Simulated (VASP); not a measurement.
# Sn (I4_1/amd) in VASP: settings compared, part 2 of 3

VASP 6.6.1. The steps go on from the part before.

**3. Relaxation of cell and atoms, BLYP**

This run uses another cell than the first one, of 27.65 Å³/atom, 0.887 times its volume.

Input file INCAR:

```
PREC     = Accurate       # precision mode
ENCUT    = 600            # plane-wave cutoff, eV
EDIFF    = 1E-6           # SCF threshold, eV
ISMEAR   = -1             # smearing method
SIGMA    = 0.05           # smearing width, eV
LREAL    = F              # projectors in reciprocal space
LASPH    = T              # aspherical terms in the spheres
NELM     = 100            # most SCF steps
ALGO     = Normal         # electronic algorithm
ISIF     = 3              # what is computed and relaxed
LWAVE    = F              # write WAVECAR
LCHARG   = F              # write CHGCAR
GGA      = B5             # functional
ALDAX    = 1.0          
AGGAX    = 1.0          
AGGAC    = 1.0          
ALDAC    = 0.0          
IBRION   = 2              # ionic algorithm
NSW      = 80             # ionic steps
EDIFFG   = -0.02          # ionic threshold
```

Input file KPOINTS:

```
Automatic mesh
0
Gamma
  9 9 9
```

Input file POSCAR:

```
Sn
1.0
   -2.9401404553      2.9401404553      1.5993019889
    2.9401404553     -2.9401404553      1.5993019889
    2.9401404553      2.9401404553     -1.5993019889
Sn
2
Direct
    0.0000000000      0.0000000000      0.0000000000
    0.7500000000      0.2500000000      0.5000000000
```

Potentials or basis: VASP PAW PBE potentials, release 64 (Sn_d).

Started as:

```console
$ cat potpaw_PBE.64/Sn_d/POTCAR > POTCAR
$ mpirun -np 1 vasp_std > vasp.out
```

OUTCAR:

```text
PREC = Accurate
   ENCUT = 600
   EDIFF = 1E-6
   ISMEAR = -1
   LREAL = F
   LASPH = T
   NELM = 100
   ISIF = 3
   GGA = B5
   IBRION = 2
   NSW = 80
   EDIFFG = -0.02

 ion  position               nearest neighbor table
   1  0.000  0.000  0.000-   2 3.05   2 3.05   2 3.05   2 3.05
   2  0.750  0.250  0.500-   1 3.05   1 3.05   1 3.05   1 3.05

  LATTYP: Found a body centered tetragonal cell.
 ALAT       =     5.8802809106
 C/A-ratio  =     0.5439542815

  Lattice vectors:

 A1 = (  -2.9401404553,   2.9401404553,   1.5993019889)
 A2 = (   2.9401404553,  -2.9401404553,   1.5993019889)
 A3 = (   2.9401404553,   2.9401404553,  -1.5993019889)

Analysis of symmetry for initial positions (statically):
=====================================================================
 Subroutine PRICEL returns:
 Original cell was already a primitive cell.

 Routine SETGRP: Setting up the symmetry group for a
 body centered tetragonal supercell.

 Subroutine GETGRP returns: Found 16 space group operations
 (whereof  8 operations were pure point group operations)
 out of a pool of 16 trial point group operations.

The static configuration has the point symmetry D_2d.
 The point group associated with its full space group is D_4h.

Analysis of symmetry for dynamics (positions and initial velocities):
=====================================================================
 Subroutine PRICEL returns:
 Original cell was already a primitive cell.

 Routine SETGRP: Setting up the symmetry group for a
 body centered tetragonal supercell.

 Subroutine GETGRP returns: Found 16 space group operations
 (whereof  8 operations were pure point group operations)
 out of a pool of 16 trial point group operations.

The dynamic configuration has the point symmetry D_2d.
 The point group associated with its full space group is D_4h.

 Subroutine INISYM returns: Found 16 space group operations
 (whereof  8 operations are pure point group operations),
 and found     1 'primitive' translations
[... 117 lines left out ...]
  Fermi-wavevector in a.u.,A,eV,Ry     =   1.304824  2.465760 23.164816  1.702566
  Thomas-Fermi vector in A             =   2.435734
   LORBIT       =      0    0 simple, 1 ext, 2 COOP (PROOUT), +10 PAW based schemes
   GGA     = B5    functional components
   LHFCALC =     F    Hartree Fock is set to
   AEXX    =    0.0000 exact exchange contribution
   IVDW    =     0    specifies the selected vdW correction
   LEPSILON=     F    determine dielectric tensor
   LRPA    =     F    only Hartree local field effects (RPA)
 conjugate gradient relaxation of ions
 non-spin polarized calculation
  energy-cutoff  :      600.00
  volume of cell :       55.30
 maximum number of plane-waves:      1880
   NGX = 17   NGY = 17   NGZ = 17

--------------------------------------- Ionic step        1  -------------------------------------------

 number of electron      27.9999990 magnetization

 Free energy of the ion-electron system (eV)
  ---------------------------------------------------
  ext. energy  EPLUGINS =         0.00000000
  ---------------------------------------------------
  free energy    TOTEN  =        -5.93504037 eV

  energy without entropy =       -5.92804887  energy(sigma->0) =       -5.93154462

------------------------ aborting loop because EDIFF is reached ----------------------------------------

  FORCE on cell =-STRESS in cart. coord.  units (eV):
  Direction    XX          YY          ZZ          XY          YZ          ZX
  --------------------------------------------------------------------------------------
  -------------------------------------------------------------------------------------
  Total        2.0339109      2.0339109      1.8703280      0.0000000      0.0000000      0.0000000
  in kB       58.9272099     58.9272099     54.1878278      0.0000000      0.0000000      0.0000000
  external PRESSURE =      57.3474158 kB  Pullay stress =       0.0000000 kB
[... 59 lines left out ...]
--------------------------------------- Ionic step        3  -------------------------------------------

 number of electron      28.0000006 magnetization

 Free energy of the ion-electron system (eV)
  ---------------------------------------------------
  ext. energy  EPLUGINS =         0.00000000
  ---------------------------------------------------
  free energy    TOTEN  =        -6.04780541 eV

  energy without entropy =       -6.03908607  energy(sigma->0) =       -6.04344574

 E-fermi :   6.8405     XC(G=0):  -9.0463

 val. band max:        6.7971378915   @ k =   0.1111   0.1111   0.1111
 cond. band min:       6.8784294899   @ k =   0.4444   0.3333   0.0000
 fundamental gap:      0.0812915984
 Fermi energy:         6.8404948685

 k-point     1 :       0.0000    0.0000    0.0000
  band No.  band energies     occupation
      1     -14.6218      2.00000
      2     -14.5772      2.00000
      3     -14.5364      2.00000
      4     -14.5285      2.00000
      5     -14.4343      2.00000
      6     -14.4343      2.00000
[... 481 lines left out ...]
      5     -14.4470      2.00000
      6     -14.4425      2.00000
[... 10 lines left out ...]
     17      10.4472      0.00000
     18      11.1861      0.00000

 [... further k-points ...]
[... 5 lines left out ...]
  --------------------------------------------------------------------------------------
  -------------------------------------------------------------------------------------
  Total        0.0134035      0.0134035     -0.0019095      0.0000000      0.0000000      0.0000000
  in kB        0.3447052      0.3447052     -0.0491082      0.0000000      0.0000000      0.0000000
  external PRESSURE =       0.2134341 kB  Pullay stress =       0.0000000 kB
[... 17 lines left out ...]
  FREE ENERGIE OF THE ION-ELECTRON SYSTEM (eV)
  ---------------------------------------------------
  free  energy   TOTEN  =        -6.0478054072 eV

  energy  without entropy=       -6.0390860695  energy(sigma->0) =       -6.04344574

 reached required accuracy - stopping structural energy minimisation
```

OSZICAR:

```text
N       E                     dE             d eps       ncg     rms          rms(c)
DAV:   1     0.212714144306E+03    0.21271E+03   -0.16227E+04  2702   0.262E+03
[... 23 lines left out ...]
DAV:   1    -0.618097165300E+01   -0.13595E+00   -0.29789E+00  2932   0.282E+01    0.194E+00
DAV:   2    -0.607232184876E+01    0.10865E+00   -0.20436E-01  2956   0.751E+00    0.856E-01
DAV:   3    -0.604899467062E+01    0.23327E-01   -0.75665E-02  3516   0.437E+00    0.111E-01
DAV:   4    -0.604790710872E+01    0.10876E-02   -0.20487E-03  2744   0.598E-01    0.349E-02
DAV:   5    -0.604780627300E+01    0.10084E-03   -0.15168E-04  3550   0.102E-01    0.158E-02
DAV:   6    -0.604780484986E+01    0.14231E-05   -0.10908E-05  2776   0.528E-02    0.512E-03
DAV:   7    -0.604780540722E+01   -0.55737E-06   -0.58547E-07  1516   0.631E-03
   3 F= -.60478054E+01 E0= -.60434457E+01  d E =-.112765E+00
```

Run time: 1.8 min. Hardware: 1 thread of Intel Xeon 6975P-C (Granite Rapids), shared host; peak memory 0.26 GiB.

Results:

| Quantity | Value |
| --- | --- |
| Free energy | -6.0478 eV |
| Relaxed volume | 31.15 Å³/atom |
| Relaxed cell | a = 4.639 Å, b = 4.639 Å, c = 4.639 Å, α = 97.36°, β = 97.36°, γ = 138.05° |
| Space group after relaxing (to 0.05 Å) | I4_1/amd (No. 141) |
| Energy gained by relaxing | 56.4 meV/atom |
| Ionic steps | 3 |
| Pressure after relaxing | 0.0 GPa |
| Band gap on the k mesh | zero (band 14 reaches 7.96 eV, above the bottom of band 15 at 4.63 eV) |

Step by step:
```csv
step,energy change (eV),largest force (eV/Å),pressure (GPa),volume (Å³)
1,0.0000,0.0000,5.73,55.30
2,-0.1100,0.0000,-0.70,63.61
3,-0.1128,0.0000,0.02,62.30
```

Final structure:
```
CELL_PARAMETERS angstrom
-3.06257 3.06257 1.66054
3.06257 -3.06257 1.66054
3.06257 3.06257 -1.66054
ATOMIC_POSITIONS crystal
Sn 0.00000 0.00000 0.00000
Sn 0.75000 0.25000 0.50000
```

Caveat: the PAW data sets were made with another functional, which shifts forces and pressure a little; spin-orbit coupling is left out, which moves the levels of the heavy elements.

**4. Relaxation of cell and atoms, RPBE+D4**

This run uses another cell than the first one, of 27.65 Å³/atom, 0.887 times its volume.

Input file INCAR:

```
ALGO = Normal ; EDIFF = 1E-6
EDIFFG = -0.005 ; ENCUT = 600
GGA = RP ; IBRION = 2
ISIF = 3 ; ISMEAR = -1
IVDW = 13 ; LASPH = T
LCHARG = F ; LREAL = F
LWAVE = F ; NELM = 80
NSW = 80 ; PREC = Accurate
SIGMA = 0.05
```

Input file KPOINTS:

```
k-points
0
Gamma
  9 9 9
```

POSCAR is that of step 3.

Potentials or basis: VASP PAW PBE potentials, release 64 (Sn_d).

Started as:

```console
$ cat potpaw_PBE.64/Sn_d/POTCAR > POTCAR
$ mpirun -np 1 vasp_std > vasp.out
```

OUTCAR:

```text
EDIFF = 1E-6
   EDIFFG = -0.005
   ENCUT = 600
   GGA = RP
   IBRION = 2
   ISIF = 3
   ISMEAR = -1
   IVDW = 13
   LASPH = T
   LREAL = F
   NELM = 80
   NSW = 80
   PREC = Accurate

 ion  position               nearest neighbor table
   1  0.000  0.000  0.000-   2 3.05   2 3.05   2 3.05   2 3.05
   2  0.750  0.250  0.500-   1 3.05   1 3.05   1 3.05   1 3.05

  LATTYP: Found a body centered tetragonal cell.
 ALAT       =     5.8802809106
 C/A-ratio  =     0.5439542815

  Lattice vectors:

 A1 = (  -2.9401404553,   2.9401404553,   1.5993019889)
 A2 = (   2.9401404553,  -2.9401404553,   1.5993019889)
 A3 = (   2.9401404553,   2.9401404553,  -1.5993019889)

Analysis of symmetry for initial positions (statically):
=====================================================================
 Subroutine PRICEL returns:
 Original cell was already a primitive cell.

 Routine SETGRP: Setting up the symmetry group for a
 body centered tetragonal supercell.

 Subroutine GETGRP returns: Found 16 space group operations
 (whereof  8 operations were pure point group operations)
 out of a pool of 16 trial point group operations.

The static configuration has the point symmetry D_2d.
 The point group associated with its full space group is D_4h.

Analysis of symmetry for dynamics (positions and initial velocities):
=====================================================================
 Subroutine PRICEL returns:
 Original cell was already a primitive cell.

 Routine SETGRP: Setting up the symmetry group for a
 body centered tetragonal supercell.

 Subroutine GETGRP returns: Found 16 space group operations
 (whereof  8 operations were pure point group operations)
 out of a pool of 16 trial point group operations.

The dynamic configuration has the point symmetry D_2d.
 The point group associated with its full space group is D_4h.

 Subroutine INISYM returns: Found 16 space group operations
 (whereof  8 operations are pure point group operations),
 and found     1 'primitive' translations

----------------------------------------------------------------------------------------

                                     Primitive cell

  volume of cell :      55.3002

  direct lattice vectors                    reciprocal lattice vectors
    -2.940140455  2.940140455  1.599301989     0.000000000  0.170059903  0.312636390
     2.940140455 -2.940140455  1.599301989     0.170059903  0.000000000  0.312636390
     2.940140455  2.940140455 -1.599301989     0.170059903  0.170059903  0.000000000

  length of vectors
     4.454954393  4.454954393  4.454954393     0.355895888  0.355895888  0.240501021

  position of ions in fractional coordinates (direct lattice)
     0.000000000  0.000000000  0.000000000
     0.750000000  0.250000000  0.500000000

  ion indices of the primitive-cell ions
   primitive index   ion index
                 1           1
                 2           2

----------------------------------------------------------------------------------------

 KPOINTS: k-points

Automatic generation of k-mesh.
 Grid dimensions read from file:
 generate k-points for:    9    9    9

 Generating k-lattice:

  Cartesian coordinates                     Fractional coordinates (reciprocal lattice)
     0.000000000  0.018895545  0.034737377     0.111111111 -0.000000000  0.000000000
     0.018895545  0.000000000  0.034737377    -0.000000000  0.111111111  0.000000000
     0.018895545  0.018895545  0.000000000     0.000000000  0.000000000  0.111111111

  Length of vectors
     0.039543988  0.039543988  0.026722336

  Shift w.r.t. Gamma in fractional coordinates (k-lattice)
     0.000000000  0.000000000  0.000000000

 Subroutine IBZKPT returns following result:
 ===========================================

 Found     75 irreducible k-points:

 Following reciprocal coordinates:
            Coordinates               Weight
  0.000000  0.000000  0.000000      1.000000
  0.111111 -0.000000  0.000000      8.000000
  0.222222 -0.000000  0.000000      8.000000
  0.333333 -0.000000  0.000000      8.000000
  0.444444 -0.000000  0.000000      8.000000
  0.111111  0.111111  0.000000      8.000000
[... 16 lines left out ...]
 -0.333333  0.333333  0.000000      4.000000
  0.444444  0.444444 -0.000000      8.000000
 [... further k-points ...]
   k-points           NKPTS =     75   k-points in BZ     NKDIM =     75   number of bands    NBANDS=     18
   number of dos      NEDOS =    301   number of ions     NIONS =      2
   total plane-waves  NPLWV =  46656
   dimension x,y,z NGX =    36 NGY =   36 NGZ =   36
   dimension x,y,z NGXF=    72 NGYF=   72 NGZF=   72
   ions per type =               2
   NGX,Y,Z   is equivalent  to a cutoff of  13.43, 13.43, 13.43 a.u.
   NGXF,Y,Z  is equivalent  to a cutoff of  26.87, 26.87, 26.87 a.u.
 SYSTEM =  unknown system
   PREC   = accura    normal or accurate (medium, high low for compatibility)
   ISTART =      0    job   : 0-new  1-cont  2-samecut
   ICHARG =      2    charge: 1-file 2-atom 10-const
   ISPIN  =      1    spin polarized calculation?
   LNONCOLLINEAR =      F non collinear calculations
   LSORBIT =      F    spin-orbit coupling
   LASPH  =      T    aspherical Exc in radial PAW
   ENCUT  =  600.0 eV  44.10 Ry    6.64 a.u.   8.90  8.90  8.90*2*pi/ulx,y,z
   NELM   =     80;   NELMIN=  2; NELMDL= -5     # of ELM steps
   EDIFF  = 0.1E-05   stopping-criterion for ELM
   LREAL  =      F    real-space projection
   EDIFFG = -.5E-02   stopping-criterion for IOM
   NSW    =     80    number of steps for IOM
   IBRION =      2    ionic relax: 0-MD 1-quasi-New 2-CG
   NFREE  =      1    steps in history (QN), initial steepest desc. (CG)
   ISIF   =      3    stress and relaxation
   ISYM   =      2    0-nonsym 1-usesym 2-fastsym
   POTIM  = 0.5000    time-step for ionic-motion
   TEBEG  =    0.0;   TEEND  =   0.0 temperature during run
   PSTRESS=    0.0 pullay stress
   NELECT =      28.0000    total number of electrons
   NUPDOWN=      -1.0000    fix difference up-down
   EMIN   =  10.00;   EMAX   =-10.00  energy-range for DOS
   EFERMI =   0.00;   METHOD = LEGACY
   ISMEAR =    -1;   SIGMA  =   0.05  broadening in eV -4-tet -1-fermi 0-gaus
   EFERMI_NEDOS =   21; number of points for ismear=-14 and -15
   IALGO  =     38    algorithm
   IMIX   =      4    mixing-type and parameters
     AMIX     =   0.40;   BMIX     =  1.00
     AMIX_MAG =   1.60;   BMIX_MAG =  1.00
  volume/ion in A,a.u.               =      27.65       186.59
  Fermi-wavevector in a.u.,A,eV,Ry     =   1.304824  2.465760 23.164816  1.702566
  Thomas-Fermi vector in A             =   2.435734
   LORBIT       =      0    0 simple, 1 ext, 2 COOP (PROOUT), +10 PAW based schemes
   GGA     = RP    functional components
   LHFCALC =     F    Hartree Fock is set to
   AEXX    =    0.0000 exact exchange contribution
   IVDW    =    13    specifies the selected vdW correction
   LEPSILON=     F    determine dielectric tensor
   LRPA    =     F    only Hartree local field effects (RPA)
 conjugate gradient relaxation of ions
 non-spin polarized calculation
  energy-cutoff  :      600.00
  volume of cell :       55.30
 maximum number of plane-waves:      1880
   NGX = 17   NGY = 17   NGZ = 17

--------------------------------------- Ionic step        1  -------------------------------------------

 number of electron      27.9999989 magnetization

 Free energy of the ion-electron system (eV)
  ---------------------------------------------------
  ext. energy  EPLUGINS =         0.00000000
  ---------------------------------------------------
  free energy    TOTEN  =        -6.84160494 eV

  energy without entropy =       -6.83404426  energy(sigma->0) =       -6.83782460

------------------------ aborting loop because EDIFF is reached ----------------------------------------

  DFT-D4 for vdW energy calculation

  Edisp (eV):   -1.50960
[... 191 lines left out ...]
--------------------------------------- Ionic step        6  -------------------------------------------

 number of electron      28.0000003 magnetization

 Free energy of the ion-electron system (eV)
  ---------------------------------------------------
  ext. energy  EPLUGINS =         0.00000000
  ---------------------------------------------------
  free energy    TOTEN  =        -6.80789090 eV

  energy without entropy =       -6.80005726  energy(sigma->0) =       -6.80397408

 E-fermi :   8.2254     XC(G=0): -10.2646

 val. band max:        8.2074676325   @ k =  -0.2222   0.4444   0.2222
 cond. band min:       8.2348564501   @ k =  -0.4444   0.4444   0.0000
 fundamental gap:      0.0273888176
 Fermi energy:         8.2254092859

 k-point     1 :       0.0000    0.0000    0.0000
  band No.  band energies     occupation
      1     -13.5352      2.00000
      2     -13.4586      2.00000
      3     -13.4094      2.00000
      4     -13.4037      2.00000
      5     -13.2445      2.00000
      6     -13.2445      2.00000
[... 481 lines left out ...]
      5     -13.2766      2.00000
      6     -13.2696      2.00000
[... 10 lines left out ...]
     17      12.1697      0.00000
     18      13.0340      0.00000

 [... further k-points ...]

------------------------ aborting loop because EDIFF is reached ----------------------------------------

  DFT-D4 for vdW energy calculation

  Edisp (eV):   -1.54997
[... 25 lines left out ...]
  FREE ENERGIE OF THE ION-ELECTRON SYSTEM (eV)
  ---------------------------------------------------
  free  energy   TOTEN  =        -8.3578644525 eV

  energy  without entropy=       -8.3500308145  energy(sigma->0) =       -8.35394763

 reached required accuracy - stopping structural energy minimisation
```

OSZICAR:

```text
N       E                     dE             d eps       ncg     rms          rms(c)
DAV:   1     0.208981618387E+03    0.20898E+03   -0.16240E+04  2702   0.262E+03
DAV:   2     0.117843712373E+02   -0.19720E+03   -0.19505E+03  2702   0.472E+02
[... 42 lines left out ...]
   5 F= -.83578482E+01 E0= -.83539568E+01  d E =-.768210E-04
       N       E                     dE             d eps       ncg     rms          rms(c)
DAV:   1    -0.680800702211E+01   -0.14324E-03   -0.32915E-03  3044   0.512E-01    0.539E-02
DAV:   2    -0.680793220796E+01    0.74814E-04   -0.16605E-04  3274   0.226E-01    0.335E-02
DAV:   3    -0.680788966700E+01    0.42541E-04   -0.89124E-05  3486   0.156E-01    0.399E-03
DAV:   4    -0.680789091174E+01   -0.12447E-05   -0.16264E-05  2806   0.527E-02    0.246E-03
DAV:   5    -0.680789089769E+01    0.14053E-07   -0.34635E-07  1404   0.125E-02
   6 F= -.83578645E+01 E0= -.83539476E+01  d E =-.931111E-04
```

Run time: 2.8 min. Hardware: 1 thread of Intel Xeon 6975P-C (Granite Rapids), shared host; peak memory 0.25 GiB.

What came out:

| Item | Value |
| --- | --- |
| Free energy | -8.3579 eV |
| Relaxed volume | 26.90 Å³/atom |
| Relaxed cell | a = 4.419 Å, b = 4.419 Å, c = 4.419 Å, α = 97.34°, β = 97.34°, γ = 138.10° |
| Space group after relaxing (to 0.05 Å) | I4_1/amd (No. 141) |
| Energy gained by relaxing | 3.3 meV/atom |
| Ionic steps | 6 |
| Pressure after relaxing | 0.0 GPa |
| Band gap on the k mesh | zero (band 14 reaches 9.43 eV, above the bottom of band 15 at 5.36 eV) |
| Dispersion energy per atom | -0.775 eV |

The path:
```csv
step,energy change (eV),largest force (eV/Å),pressure (GPa),volume (Å³)
1,0.0000,0.0000,-1.41,55.30
2,-0.0059,0.0000,0.51,53.38
3,-0.0066,0.0000,0.00,53.84
4,-0.0066,0.0000,0.05,53.81
5,-0.0066,0.0000,0.03,53.81
6,-0.0067,0.0000,0.03,53.81
```

Final structure:
```xyz
2
Lattice="-2.9180 2.9180 1.5799 2.9180 -2.9180 1.5799 2.9180 2.9180 -1.5799" Properties=species:S:1:pos:R:3 pbc="T T T"
Sn    0.0000    0.0000    3.1598
Sn    0.0000    2.9180    0.7899
```

Caveat: the PAW data sets were made with another functional, which shifts forces and pressure a little; spin-orbit coupling is left out, which moves the levels of the heavy elements; pairwise dispersion overbinds metals, which lowers pressure and volume.

[end of part 2 of 3]
